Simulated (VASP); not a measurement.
# TlGa (P-6m2) in VASP: notebook, part 2 of 2

VASP 6.6.1.

## 6. Single point, PBE

Input file INCAR:

```
  ALGO = Normal
  EDIFF = 1E-6
  ENCUT = 520
  GGA = PE
  ISIF = 2
  ISMEAR = 0
  LASPH = True
  LCHARG = False
  LREAL = False
  LWAVE = False
  NBANDS = 20
  NELM = 60
  PREC = Accurate
  SIGMA = 0.05
```

Input file KPOINTS:

```
k-points
0
Gamma
  12 12 6
```

Input file POSCAR:

```
TlGa
1.0
    3.6521389600      0.0000000000      0.0000000000
   -1.8260694800      3.1628451200      0.0000000000
    0.0000000000      0.0000000000      5.8682937400
Tl Ga
1 1
Direct
    0.3333333300      0.6666666700      0.5000000000
    0.0000000000      0.0000000000      0.0000000000
```

Potentials or basis: VASP PAW PBE potentials, release 64 (Tl_d, Ga_d).

Started as:

```
$ cat potpaw_PBE.64/Tl_d/POTCAR potpaw_PBE.64/Ga_d/POTCAR > POTCAR
$ mpirun -np 1 vasp_std > vasp.out
```

OUTCAR:

```text
EDIFF = 1E-6
   ENCUT = 520
   GGA = PE
   ISIF = 2
   ISMEAR = 0
   LASPH = True
   LREAL = False
   NELM = 60
   PREC = Accurate

 ion  position               nearest neighbor table
   1  0.333  0.667  0.500-
   2  0.000  0.000  0.000-

  LATTYP: Found a hexagonal cell.
 ALAT       =     3.6521389600
 C/A-ratio  =     1.6068100925

  Lattice vectors:

 A1 = (   3.6521389600,   0.0000000000,   0.0000000000)
 A2 = (  -1.8260694800,   3.1628451200,   0.0000000000)
 A3 = (   0.0000000000,   0.0000000000,   5.8682937400)

Analysis of symmetry for initial positions (statically):
=====================================================================
 Subroutine PRICEL returns:
 Original cell was already a primitive cell.

 Routine SETGRP: Setting up the symmetry group for a
 hexagonal supercell.

 Subroutine GETGRP returns: Found 12 space group operations
 (whereof 12 operations were pure point group operations)
 out of a pool of 24 trial point group operations.
[... 158 lines left out ...]
  ext. energy  EPLUGINS =         0.00000000
  ---------------------------------------------------
  free energy    TOTEN  =        -4.58818459 eV

  energy without entropy =       -4.58759696  energy(sigma->0) =       -4.58789077

 E-fermi :   3.2590     XC(G=0):  -8.8842

 val. band max:        3.2253207898   @ k =   0.2500   0.2500   0.0000
 cond. band min:       3.2934080761   @ k =   0.2500   0.2500   0.1667
 fundamental gap:      0.0680872863
 Fermi energy:         3.2589887167

 k-point     1 :       0.0000    0.0000    0.0000
  band No.  band energies     occupation
      1     -11.6686      2.00000
      2     -11.6617      2.00000
      3     -11.6617      2.00000
      4     -11.6402      2.00000
      5     -11.6402      2.00000
      6      -8.1900      2.00000
[... 541 lines left out ...]
     19      10.5914      0.00000
     20      12.1677      0.00000

 [... further k-points ...]

------------------------ aborting loop because EDIFF is reached ----------------------------------------

  FORCE on cell =-STRESS in cart. coord.  units (eV):
  Direction    XX          YY          ZZ          XY          YZ          ZX
  --------------------------------------------------------------------------------------
  -------------------------------------------------------------------------------------
  Total       -1.7193104     -1.7193104     -2.3274088      0.0000000      0.0000000     -0.0000000
  in kB      -40.6375779    -40.6375780    -55.0105755      0.0000000      0.0000000     -0.0000000
  external PRESSURE =     -45.4285771 kB  Pullay stress =       0.0000000 kB

 VOLUME and BASIS-vectors are now :
 -----------------------------------------------------------------------------
  energy-cutoff  :      520.00
  volume of cell :       67.79
      direct lattice vectors                 reciprocal lattice vectors
     3.652138960  0.000000000  0.000000000     0.273812144  0.158085515  0.000000000
    -1.826069480  3.162845120  0.000000000     0.000000000  0.316171030  0.000000000
     0.000000000  0.000000000  5.868293740     0.000000000  0.000000000  0.170407284

 POSITION                                       TOTAL-FORCE (eV/Angst)
 -----------------------------------------------------------------------------------
     -0.00000      2.10856      2.93415         0.000000      0.000000      0.000000
      0.00000      0.00000      0.00000         0.000000      0.000000      0.000000
 -----------------------------------------------------------------------------------
    total drift:                                0.000012     -0.000007     -0.000000

  FREE ENERGIE OF THE ION-ELECTRON SYSTEM (eV)
  ---------------------------------------------------
  free  energy   TOTEN  =        -4.5881845891 eV

  energy  without entropy=       -4.5875969557  energy(sigma->0) =       -4.58789077
```

It took 71 s on 1 thread of Intel Xeon Platinum 8259CL at 2.50GHz (Skylake/Cascade Lake), shared host; peak memory 0.25 GiB.

What came out:

| Quantity | Value |
| --- | --- |
| Free energy | -4.5882 eV |
| Pressure | -4.5 GPa |
| Band gap on the k mesh | zero (band 13 reaches 5.66 eV, above the bottom of band 14 at 1.71 eV) |

Stress tensor (GPa, compression positive):
```
-4.06  0.00  0.00
 0.00 -4.06  0.00
 0.00  0.00 -5.50
```

Caveat: spin-orbit coupling is left out, which moves the levels of the heavy elements.

## 7. Single point, PBE

Input file INCAR:

```
SYSTEM = TlGa
  ALGO = Fast
  EDIFF = 1E-6
  ENCUT = 520
  GGA = PE
  ISIF = 2
  ISMEAR = 0
  LASPH = .True.
  LCHARG = .True.
  LELF = .True.
  LREAL = .False.
  LVHAR = .True.
  LWAVE = .False.
  NBANDS = 20
  NELM = 60
  PREC = Accurate
  SIGMA = 0.05
```

Input file KPOINTS:

```
k-points
0
Gamma
  14 14 8
  0 0 0
```

POSCAR is that of step 6.

Started as:

```
$ cat potpaw_PBE.64/Tl_d/POTCAR potpaw_PBE.64/Ga_d/POTCAR > POTCAR
$ mpirun -np 1 vasp_std > vasp.out
```

It took 2.5 min on 1 thread of Intel Xeon Platinum 8259CL at 2.50GHz (Skylake/Cascade Lake), shared host; peak memory 0.3 GiB.

The run converged. Its results:

| Quantity | Value |
| --- | --- |
| Free energy | -4.5755 eV |
| Pressure | -4.5 GPa |
| Band gap on the k mesh | zero (band 13 reaches 5.66 eV, above the bottom of band 14 at 1.71 eV) |

Stress tensor (GPa, compression positive):
```
-4.28  0.00  0.00
 0.00 -4.28  0.00
 0.00  0.00 -5.03
```

Levels at points of the mesh, in eV from the Fermi level:
| k point | band 10 | band 11 | band 12 | band 13 | band 14 | band 15 | band 16 | band 17 |
| --- | --- | --- | --- | --- | --- | --- | --- | --- |
| (0.00, 0.00, 0.00) | -11.20 | -8.43 | -4.91 | -2.04 | 5.84 | 5.84 | 8.03 | 8.03 |
| (0.50, 0.00, 0.00) | -11.10 | -5.35 | -4.23 | -0.81 | 0.47 | 1.16 | 3.01 | 3.30 |
| (0.00, 0.00, 0.50) | -11.20 | -7.68 | -6.88 | 2.34 | 2.52 | 6.06 | 6.06 | 7.89 |
| (0.50, 0.00, 0.50) | -11.10 | -4.83 | -4.33 | -1.68 | -1.54 | 4.12 | 4.37 | 4.92 |

Caveat: spin-orbit coupling is left out, which moves the levels of the heavy elements.

## 8. The runs side by side

```csv
k mesh,smearing,gap on the mesh (eV),pressure (GPa)
7 × 7 × 4,methfessel-paxton 0.01 eV,none,-4.5
7 × 7 × 4,methfessel-paxton 0.005 eV,none,-4.5
8 × 8 × 4,gaussian 0.05 eV,none,-4.2
10 × 10 × 5,gaussian 0.05 eV,none,-4.4
12 × 12 × 6,gaussian 0.05 eV,none,-4.5
14 × 14 × 8,gaussian 0.05 eV,none,-4.5
```

Alike in all rows: task single point; level PBE; potentials or basis VASP PAW PBE potentials, release 64 (Tl_d, Ga_d); no spin polarisation; cell as given; cutoff (eV) 520.

Every run on the cell as given and a fine mesh finds a metal.

Caveats: spin-orbit coupling is left out, which moves the levels of the heavy elements.

Absolute energies hang on the potentials; compare differences alone.
